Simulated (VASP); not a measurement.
# Zn3C (Im-3m) in VASP: further runs

Runs on Zn3C. Level: PBE. Tasks: single point, relaxation of cell and atoms.

All numbers are computed with VASP 6.6.1; they aren't measurements. Logs are shortened: lines on timing, memory, paths and dates and some standing lists are left out, and cuts for length are marked.

### Step 1. The cell of the first run

It takes space group Im-3m (No. 229, cubic). Conventional cell: a = 4.882 Å, b = 4.882 Å, c = 4.882 Å, α = 90.00°, β = 90.00°, γ = 90.00°. Within 3.2 Å of Zn (site symmetry 4/mmm) lie 4 Zn at 2.44 Å and 2 C at 2.44 Å. Within 3.2 Å of C (site symmetry m-3m) lie 6 Zn at 2.44 Å.

### Step 2. Single point, PBE

The input, INCAR:

```
  ALGO = Normal
  EDIFF = 1E-7
  ENCUT = 520
  GGA = PE
  ISIF = 2
  ISMEAR = 0
  LASPH = T
  LCHARG = T
  LELF = T
  LREAL = F
  LVHAR = T
  LWAVE = F
  NBANDS = 28
  NELM = 80
  PREC = Accurate
  SIGMA = 0.1
```

The input, KPOINTS:

```
k-points
0
Gamma
  6 6 6
```

The input, POSCAR:

```
Zn3C
1.0
   -2.4411040656      2.4411040656      2.4411040656
    2.4411040656     -2.4411040656      2.4411040656
    2.4411040656      2.4411040656     -2.4411040656
Zn C
3 1
Direct
    0.0000000000      0.5000000000      0.5000000000
    0.5000000000      0.0000000000      0.5000000000
    0.5000000000      0.5000000000      0.0000000000
    0.0000000000      0.0000000000      0.0000000000
```

Potentials or basis: VASP PAW PBE potentials, release 64 (Zn, C).

Started as:

```
> cat potpaw_PBE.64/Zn/POTCAR potpaw_PBE.64/C/POTCAR > POTCAR
> mpirun -np 1 vasp_std > vasp.out
```

OUTCAR:

```text
EDIFF = 1E-7
   ENCUT = 520
   GGA = PE
   ISIF = 2
   ISMEAR = 0
   LASPH = T
   LREAL = F
   NELM = 80
   PREC = Accurate

 ion  position               nearest neighbor table
   1  0.000  0.500  0.500-   2 2.44   3 2.44   4 2.44   4 2.44   3 2.44   2 2.44
   2  0.500  0.000  0.500-   1 2.44   3 2.44   4 2.44   3 2.44   4 2.44   1 2.44
   3  0.500  0.500  0.000-   1 2.44   2 2.44   4 2.44   2 2.44   1 2.44   4 2.44
   4  0.000  0.000  0.000-   1 2.44   2 2.44   3 2.44   1 2.44   2 2.44   3 2.44

  LATTYP: Found a body centered cubic cell.
 ALAT       =     4.8822081312

  Lattice vectors:

 A1 = (  -2.4411040656,   2.4411040656,   2.4411040656)
 A2 = (   2.4411040656,  -2.4411040656,   2.4411040656)
 A3 = (   2.4411040656,   2.4411040656,  -2.4411040656)

Analysis of symmetry for initial positions (statically):
=====================================================================
 Subroutine PRICEL returns:
 Original cell was already a primitive cell.

 Routine SETGRP: Setting up the symmetry group for a
 body centered cubic supercell.

 Subroutine GETGRP returns: Found 48 space group operations
 (whereof 48 operations were pure point group operations)
 out of a pool of 48 trial point group operations.

The static configuration has the point symmetry O_h .

Analysis of symmetry for dynamics (positions and initial velocities):
=====================================================================
 Subroutine PRICEL returns:
 Original cell was already a primitive cell.

 Routine SETGRP: Setting up the symmetry group for a
 body centered cubic supercell.

 Subroutine GETGRP returns: Found 48 space group operations
 (whereof 48 operations were pure point group operations)
 out of a pool of 48 trial point group operations.

The dynamic configuration has the point symmetry O_h .

 Subroutine INISYM returns: Found 48 space group operations
 (whereof 48 operations are pure point group operations),
 and found     1 'primitive' translations

----------------------------------------------------------------------------------------

                                     Primitive cell

  volume of cell :      58.1860

  direct lattice vectors                    reciprocal lattice vectors
    -2.441104066  2.441104066  2.441104066     0.000000000  0.204825352  0.204825352
     2.441104066 -2.441104066  2.441104066     0.204825352  0.000000000  0.204825352
     2.441104066  2.441104066 -2.441104066     0.204825352  0.204825352  0.000000000

  length of vectors
     4.228116268  4.228116268  4.228116268     0.289666791  0.289666791  0.289666791

  position of ions in fractional coordinates (direct lattice)
     0.000000000  0.500000000  0.500000000
     0.500000000  0.000000000  0.500000000
     0.500000000  0.500000000  0.000000000
     0.000000000  0.000000000  0.000000000

  ion indices of the primitive-cell ions
   primitive index   ion index
                 1           1
                 2           2
                 3           3
                 4           4

----------------------------------------------------------------------------------------

 KPOINTS: k-points

Automatic generation of k-mesh.
 Grid dimensions read from file:
 generate k-points for:    6    6    6

 Generating k-lattice:

  Cartesian coordinates                     Fractional coordinates (reciprocal lattice)
     0.000000000  0.034137559  0.034137559     0.166666667  0.000000000  0.000000000
     0.034137559  0.000000000  0.034137559     0.000000000  0.166666667  0.000000000
     0.034137559  0.034137559  0.000000000     0.000000000  0.000000000  0.166666667

  Length of vectors
     0.048277799  0.048277799  0.048277799

  Shift w.r.t. Gamma in fractional coordinates (k-lattice)
     0.000000000  0.000000000  0.000000000

 Subroutine IBZKPT returns following result:
 ===========================================

 Found     16 irreducible k-points:

 Following reciprocal coordinates:
            Coordinates               Weight
  0.000000  0.000000  0.000000      1.000000
  0.166667  0.000000  0.000000     12.000000
  0.333333  0.000000  0.000000     12.000000
  0.500000  0.000000  0.000000      6.000000
  0.166667  0.166667  0.000000     24.000000
  0.333333  0.166667  0.000000     48.000000
[... 8 lines left out ...]
  0.500000  0.500000  0.333333     12.000000
  0.500000  0.500000  0.500000      1.000000
   k-points           NKPTS =     16   k-points in BZ     NKDIM =     16   number of bands    NBANDS=     28
   number of dos      NEDOS =    301   number of ions     NIONS =      4
   total plane-waves  NPLWV =  32768
   dimension x,y,z NGX =    32 NGY =   32 NGZ =   32
   dimension x,y,z NGXF=    64 NGYF=   64 NGZF=   64
   ions per type =               3   1
   NGX,Y,Z   is equivalent  to a cutoff of  12.58, 12.58, 12.58 a.u.
   NGXF,Y,Z  is equivalent  to a cutoff of  25.16, 25.16, 25.16 a.u.
 SYSTEM =  unknown system
   PREC   = accura    normal or accurate (medium, high low for compatibility)
   ISTART =      0    job   : 0-new  1-cont  2-samecut
   ICHARG =      2    charge: 1-file 2-atom 10-const
   ISPIN  =      1    spin polarized calculation?
   LNONCOLLINEAR =      F non collinear calculations
   LSORBIT =      F    spin-orbit coupling
   LASPH  =      T    aspherical Exc in radial PAW
   ENCUT  =  520.0 eV  38.22 Ry    6.18 a.u.   7.86  7.86  7.86*2*pi/ulx,y,z
   NELM   =     80;   NELMIN=  2; NELMDL= -5     # of ELM steps
   EDIFF  = 0.1E-06   stopping-criterion for ELM
   LREAL  =      F    real-space projection
   EDIFFG = 0.1E-05   stopping-criterion for IOM
   NSW    =      0    number of steps for IOM
   IBRION =     -1    ionic relax: 0-MD 1-quasi-New 2-CG
   NFREE  =      0    steps in history (QN), initial steepest desc. (CG)
   ISIF   =      2    stress and relaxation
   ISYM   =      2    0-nonsym 1-usesym 2-fastsym
   POTIM  = 0.5000    time-step for ionic-motion
   TEBEG  =    0.0;   TEEND  =   0.0 temperature during run
   PSTRESS=    0.0 pullay stress
   NELECT =      40.0000    total number of electrons
   NUPDOWN=      -1.0000    fix difference up-down
   EMIN   =  10.00;   EMAX   =-10.00  energy-range for DOS
   EFERMI =   0.00;   METHOD = LEGACY
   ISMEAR =     0;   SIGMA  =   0.10  broadening in eV -4-tet -1-fermi 0-gaus
   EFERMI_NEDOS =   21; number of points for ismear=-14 and -15
   IALGO  =     38    algorithm
   IMIX   =      4    mixing-type and parameters
     AMIX     =   0.40;   BMIX     =  1.00
     AMIX_MAG =   1.60;   BMIX_MAG =  1.00
  volume/ion in A,a.u.               =      14.55        98.16
  Fermi-wavevector in a.u.,A,eV,Ry     =   1.444847  2.730365 28.403290  2.087583
  Thomas-Fermi vector in A             =   2.563096
   LORBIT       =      0    0 simple, 1 ext, 2 COOP (PROOUT), +10 PAW based schemes
   GGA     = PE    functional components
   LHFCALC =     F    Hartree Fock is set to
   AEXX    =    0.0000 exact exchange contribution
   IVDW    =     0    specifies the selected vdW correction
   LEPSILON=     F    determine dielectric tensor
   LRPA    =     F    only Hartree local field effects (RPA)
 non-spin polarized calculation
 Gauss-broadening in eV      SIGMA  =   0.10
  energy-cutoff  :      520.00
  volume of cell :       58.19
 maximum number of plane-waves:      1583
   NGX = 15   NGY = 15   NGZ = 15

 number of electron      39.9999942 magnetization

 Free energy of the ion-electron system (eV)
  ---------------------------------------------------
  ext. energy  EPLUGINS =         0.00000000
  ---------------------------------------------------
  free energy    TOTEN  =        -7.77474928 eV

  energy without entropy =       -7.76650412  energy(sigma->0) =       -7.77062670

 E-fermi :   2.4970     XC(G=0): -11.1437

 val. band max:        2.4835360882   @ k =   0.3333   0.3333   0.0000
 cond. band min:       2.5090096447   @ k =  -0.3333   0.5000   0.1667
 fundamental gap:      0.0254735565
 Fermi energy:         2.4970493391

 k-point     1 :       0.0000    0.0000    0.0000
  band No.  band energies     occupation
      1      -8.8809      2.00000
      2      -5.6917      2.00000
      3      -5.6917      2.00000
      4      -5.5569      2.00000
      5      -5.4383      2.00000
      6      -5.4383      2.00000
[... 20 lines left out ...]
     27       9.7100      0.00000
     28       9.7101      0.00000

 k-point     2 :       0.1667    0.0000    0.0000
  band No.  band energies     occupation
      1      -8.6179      2.00000
      2      -5.6711      2.00000
      3      -5.6001      2.00000
      4      -5.4856      2.00000
      5      -5.4081      2.00000
      6      -5.3664      2.00000
[... 20 lines left out ...]
     27      10.8001      0.00000
     28      10.8625      0.00000

 k-point     3 :       0.3333    0.0000    0.0000
  band No.  band energies     occupation
      1      -7.9497      2.00000
      2      -5.6782      2.00000
      3      -5.3377      2.00000
      4      -5.3366      2.00000
      5      -5.2979      2.00000
      6      -5.1784      2.00000
[... 20 lines left out ...]
     27      10.8389      0.00000
     28      11.3207      0.00000

 k-point     4 :       0.5000    0.0000    0.0000
  band No.  band energies     occupation
      1      -7.4766      2.00000
      2      -5.7219      2.00000
      3      -5.2926      2.00000
      4      -5.1100      2.00000
      5      -5.0159      2.00000
      6      -4.9639      2.00000
[... 20 lines left out ...]
     27      11.6070      0.00000
     28      13.7050      0.00000

 k-point     5 :       0.1667    0.1667    0.0000
  band No.  band energies     occupation
      1      -8.1475      2.00000
      2      -5.5933      2.00000
      3      -5.5428      2.00000
      4      -5.3706      2.00000
      5      -5.2751      2.00000
      6      -5.2456      2.00000
[... 20 lines left out ...]
     27      10.5598      0.00000
     28      12.0559      0.00000

 k-point     6 :       0.3333    0.1667    0.0000
  band No.  band energies     occupation
      1      -7.5250      2.00000
      2      -5.5894      2.00000
      3      -5.3127      2.00000
      4      -5.2385      2.00000
      5      -5.0859      2.00000
      6      -5.0464      2.00000
[... 215 lines left out ...]
      5      -5.2211      2.00000
      6      -5.0888      2.00000
[... 20 lines left out ...]
     27      12.8176      0.00000
     28      13.6540      0.00000

 k-point    14 :      -0.3333    0.3333    0.3333
  band No.  band energies     occupation
      1      -7.5746      2.00000
      2      -5.6783      2.00000
      3      -5.6600      2.00000
      4      -5.2615      2.00000
      5      -5.2021      2.00000
      6      -5.1383      2.00000
[... 20 lines left out ...]
     27      13.2602      0.00000
     28      13.2602      0.00000

 k-point    15 :       0.5000    0.5000    0.3333
  band No.  band energies     occupation
      1      -7.4754      2.00000
      2      -5.6706      2.00000
      3      -5.5625      2.00000
      4      -5.4957      2.00000
      5      -5.2207      2.00000
      6      -5.1651      2.00000
[... 20 lines left out ...]
     27      13.0406      0.00000
     28      14.6359      0.00000

 k-point    16 :       0.5000    0.5000    0.5000
  band No.  band energies     occupation
      1      -7.4937      2.00000
      2      -5.6920      2.00000
      3      -5.6216      2.00000
      4      -5.6216      2.00000
      5      -5.2039      2.00000
      6      -5.2039      2.00000
[... 20 lines left out ...]
     27      14.8654      0.00000
     28      14.8654      0.00000

------------------------ aborting loop because EDIFF is reached ----------------------------------------

  FORCE on cell =-STRESS in cart. coord.  units (eV):
  Direction    XX          YY          ZZ          XY          YZ          ZX
  --------------------------------------------------------------------------------------
  -------------------------------------------------------------------------------------
  Total        0.1503160      0.1503160      0.1503160      0.0000000     -0.0000000      0.0000000
  in kB        4.1390131      4.1390131      4.1390131      0.0000000     -0.0000000      0.0000000
  external PRESSURE =       4.1390131 kB  Pullay stress =       0.0000000 kB

 VOLUME and BASIS-vectors are now :
 -----------------------------------------------------------------------------
  energy-cutoff  :      520.00
  volume of cell :       58.19
      direct lattice vectors                 reciprocal lattice vectors
    -2.441104066  2.441104066  2.441104066     0.000000000  0.204825352  0.204825352
     2.441104066 -2.441104066  2.441104066     0.204825352  0.000000000  0.204825352
     2.441104066  2.441104066 -2.441104066     0.204825352  0.204825352  0.000000000

 POSITION                                       TOTAL-FORCE (eV/Angst)
 -----------------------------------------------------------------------------------
      2.44110      0.00000      0.00000         0.000000     -0.000000      0.000000
      0.00000      2.44110      0.00000         0.000000     -0.000000     -0.000000
      0.00000      0.00000      2.44110         0.000000     -0.000000     -0.000000
      0.00000      0.00000      0.00000        -0.000000      0.000000     -0.000000
 -----------------------------------------------------------------------------------
    total drift:                               -0.000000     -0.000000      0.000000

  FREE ENERGIE OF THE ION-ELECTRON SYSTEM (eV)
  ---------------------------------------------------
  free  energy   TOTEN  =        -7.7747492818 eV

  energy  without entropy=       -7.7665041240  energy(sigma->0) =       -7.77062670
```

Wall time 11 s (1 thread of Intel Xeon 6975P-C (Granite Rapids), shared host); peak memory 0.17 GiB.

Results:

- Free energy: -7.7747 eV
- Pressure: 0.4 GPa
- Band gap on the k mesh: zero (band 20 reaches 3.75 eV, above the bottom of band 21 at -0.10 eV)

### Step 3. Single point, PBE

This run uses another cell than the first one, of 15.12 Å³/atom, 1.040 times its volume.

The input, INCAR:

```
SYSTEM = Zn3C
PREC = Accurate ; ENCUT = 520
EDIFF = 1E-7 ; ISMEAR = 0
SIGMA = 0.1 ; LREAL = .FALSE.
LASPH = .TRUE. ; NELM = 100
ALGO = Normal ; ISIF = 2
LWAVE = .FALSE. ; LCHARG = .TRUE.
GGA = PE ; LELF = .TRUE.
LVHAR = .TRUE. ; NBANDS = 28
```

The input, KPOINTS:

```
Automatic mesh
0
G
  6 6 6
  0 0 0
```

The input, POSCAR:

```
Zn3C
1.0
   -2.4730386100      2.4730386100      2.4730386100
    2.4730386100     -2.4730386100      2.4730386100
    2.4730386100      2.4730386100     -2.4730386100
Zn C
3 1
Direct
    0.0000000000      0.5000000000      0.5000000000
    0.5000000000      0.0000000000      0.5000000000
    0.5000000000      0.5000000000      0.0000000000
    0.0000000000      0.0000000000      0.0000000000
```

Potentials or basis: VASP PAW PBE potentials, release 64 (Zn, C).

Started as:

```
> cat potpaw_PBE.64/Zn/POTCAR potpaw_PBE.64/C/POTCAR > POTCAR
> mpirun -np 1 vasp_std > vasp.out
```

Wall time 11 s (1 thread of Intel Xeon 6975P-C (Granite Rapids), shared host); peak memory 0.18 GiB.

The run converged. Its results:

- Free energy: -7.7596 eV
- Pressure: -2.4 GPa
- Band gap on the k mesh: zero (band 20 reaches 3.45 eV, above the bottom of band 21 at -0.40 eV)

Levels at points of the mesh, in eV from the Fermi level:
```
           k point  band 17  band 18  band 19  band 20  band 21  band 22  band 23  band 24
(0.00, 0.00, 0.00)    -3.22    -1.20    -1.20    -1.20     1.91     1.91     1.91     4.04
(0.50, 0.00, 0.00)    -6.08    -2.89    -1.56    -1.35     0.55     2.73     2.79     5.54
(0.50, 0.50, 0.50)    -3.68    -3.68    -3.68    -2.61    -2.61     3.09     3.09     3.09
```

[end of part 1 of 2]
